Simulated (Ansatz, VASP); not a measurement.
**Na2In2Sn3 in VASP and in Ansatz**

The input INCAR:

```
PREC = Accurate
ENCUT = 600
EDIFF = 1E-7
ISMEAR = 0
SIGMA = 0.2
LREAL = False
LASPH = True
NELM = 80
ALGO = Fast
ISIF = 3
LWAVE = False
LCHARG = False
GGA = PE
IBRION = 2
NSW = 36
EDIFFG = -0.08
```

File KPOINTS:

```
regular mesh
0
Gamma
  3 3 4
```

File POSCAR:

```
Na2In2Sn3
1.0
    7.0555428900      0.0000000000      0.0000000000
   -3.5277714400      6.1102793800      0.0000000000
    0.0000000000      0.0000000000      4.7322739400
Na In Sn
2 2 3
Direct
    0.3333333300      0.6666666700      0.0000000000
    0.6666666700      0.3333333300      0.0000000000
    0.3333333300      0.6666666700      0.5000000000
    0.6666666700      0.3333333300      0.5000000000
    0.5000000000      0.0000000000      0.0000000000
    0.0000000000      0.5000000000      0.0000000000
    0.5000000000      0.5000000000      0.0000000000
```

Input for Ansatz:

```yaml
crystal:
  lattice:
    - [7.05554289, 0.0, 0.0]
    - [-3.52777144, 6.11027938, 0.0]
    - [0.0, 0.0, 4.73227394]
  atoms:
    - { symbol: Na, position: [0.33333333, 0.66666667, 0.0] }
    - { symbol: Na, position: [0.66666667, 0.33333333, 0.0] }
    - { symbol: In, position: [0.33333333, 0.66666667, 0.5] }
    - { symbol: In, position: [0.66666667, 0.33333333, 0.5] }
    - { symbol: Sn, position: [0.5, 0.0, 0.0] }
    - { symbol: Sn, position: [0.0, 0.5, 0.0] }
    - { symbol: Sn, position: [0.5, 0.5, 0.0] }
basis:
  ecutwfc: 420
kpoints:
  mp_grid: { grid: [3, 3, 4] }
hamiltonian:
  xc: pbe
scf:
  occupations: { method: gaussian, width: 0.2 }
  lower_state_search: "off"
output:
  forces: true
  stress: true
  eigenvalues: true
relax:
  adjacent_minimum: "off"
  f_tol: 0.08
  max_steps: 16
  cell: { stress_tol: 0.8 }
```

Alike in both runs: task relaxation of cell and atoms; functional PBE; k mesh 3 × 3 × 4; occupations gaussian, width 0.2 eV; no spin polarisation.

|  | VASP | Ansatz |
| --- | --- | --- |
| version | VASP 6.6.1 | Ansatz 0.2.0 |
| potentials or method | VASP PAW PBE potentials, release 64 (Na_pv, In_d, Sn_d), cutoff 600 eV | scalar-relativistic, plane waves, PAW |
| valence electrons in the cell | 82 | 86 |

Ansatz gave:

| Property | Result |
| --- | --- |
| gap on the k mesh at the Fermi level, each at its own relaxed structure (eV) | none |
| relaxed volume (Å³/atom) | 67.19 |
| relaxed cell length with the largest relative difference (Å) | 5.713 |

Task: Estimate VASP's values.

Result: gap on the k mesh at the Fermi level, each at its own relaxed structure (eV): none; relaxed volume (Å³/atom): 67.52; relaxed cell length with the largest relative difference (Å): 5.684.

A gap of «none» marks a metal or a gap that the smearing closes. VASP's potentials hold 82 valence electrons a cell and Ansatz's 86, so a difference there can come from the potentials and not from the codes.

Noted on VASP's run: the volume moved by over 15 % at a fixed basis, so the end points are rough.
